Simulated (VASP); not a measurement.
Here is a VASP 6.6.1 calculation.

File INCAR:

```
ALGO = Normal
EDIFF = 1E-6
EDIFFG = -0.005
ENCUT = 600
GGA = PE
IBRION = 2
ISIF = 3
ISMEAR = -1
LASPH = T
LCHARG = F
LREAL = F
LWAVE = F
NELM = 100
NSW = 80
PREC = Accurate
SIGMA = 0.02
```

Contents of KPOINTS:

```
k-points
0
Gamma
  6 6 6
```

Contents of POSCAR:

```
B
1.0
    2.4491963929      1.4140441968      4.1747204365
   -2.4491963929      1.4140441968      4.1747204365
    0.0000000000     -2.8280883935      4.1747204365
B
12
Direct
    0.0099700400      0.6542851200      0.0099700400
    0.0099700400      0.0099700400      0.6542851200
    0.6542851200      0.0099700400      0.0099700400
    0.3457148800      0.9900299600      0.9900299600
    0.9900299600      0.3457148800      0.9900299600
    0.9900299600      0.9900299600      0.3457148800
    0.2205655700      0.6316348300      0.2205655700
    0.2205655700      0.2205655700      0.6316348300
    0.6316348300      0.2205655700      0.2205655700
    0.3683651700      0.7794344300      0.7794344300
    0.7794344300      0.3683651700      0.7794344300
    0.7794344300      0.7794344300      0.3683651700
```

Potentials or basis: VASP PAW PBE potentials, release 64 (B).

Command:

```bash
$ cat potpaw_PBE.64/B/POTCAR > POTCAR
$ mpirun -np 1 vasp_std > vasp.out
```

Predict the relaxed volume.

7.24 Å³/atom.

Estimate the band gap on the k mesh.

1.46 eV (least direct gap 1.85 eV).

Predict the relaxed cell.

a = 5.049 Å, b = 5.049 Å, c = 5.049 Å, α = 58.04°, β = 58.04°, γ = 58.04°.

What does it give for the space group after relaxing (to 0.1 Å)?

R-3m (No. 166).

Forces in eV/Å, atoms in the order of the input:
```
B   -0.002  0.001 -0.001
B    0.000 -0.002 -0.001
B    0.002  0.001 -0.001
B   -0.002 -0.001  0.001
B    0.002 -0.001  0.001
B    0.000  0.002  0.001
B    0.001  0.000  0.000
B    0.000  0.001  0.000
B   -0.001  0.000  0.000
B    0.001  0.000  0.000
B   -0.001  0.000  0.000
B    0.000 -0.001  0.000
```

A k mesh can miss the band edges.
